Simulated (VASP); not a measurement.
Input of a VASP 6.6.1 run:

File INCAR:

```
PREC     = Accurate       # precision mode
ENCUT    = 520            # plane-wave cutoff, eV
EDIFF    = 1E-7           # SCF threshold, eV
ISMEAR   = -1             # smearing method
SIGMA    = 0.05           # smearing width, eV
LREAL    = F              # projectors in reciprocal space
LASPH    = T              # aspherical terms in the spheres
NELM     = 150            # most SCF steps
ALGO     = Normal         # electronic algorithm
ISIF     = 2              # what is computed and relaxed
LWAVE    = F              # write WAVECAR
LCHARG   = F              # write CHGCAR
ISPIN    = 2              # spin polarisation
MAGMOM   = 1              # initial moments
LORBIT   = 11             # projections on sites
LMAXMIX  = 4              # l up to which the mixer works
GGA      = PS             # functional
NBANDS   = 16             # bands
```

Contents of KPOINTS:

```
regular mesh
0
Gamma
  24 24 24
```

Contents of POSCAR:

```
V
1.0
   -1.4789932765      1.4789932765      1.4789932765
    1.4789932765     -1.4789932765      1.4789932765
    1.4789932765      1.4789932765     -1.4789932765
V
1
Direct
    0.0000000000      0.0000000000      0.0000000000
```

Potentials or basis: VASP PAW PBE potentials, release 64 (V_sv).

Command:

```sh
$ cat potpaw_PBE.64/V_sv/POTCAR > POTCAR
$ mpirun -np 1 vasp_std > vasp.out
```

Q: What does it give for the net moment?

A: 0.00 μB per cell.

Q: Predict the pressure.

A: 0.4 GPa.

Caveat: the PAW data sets were made with another functional, which shifts forces and pressure a little.
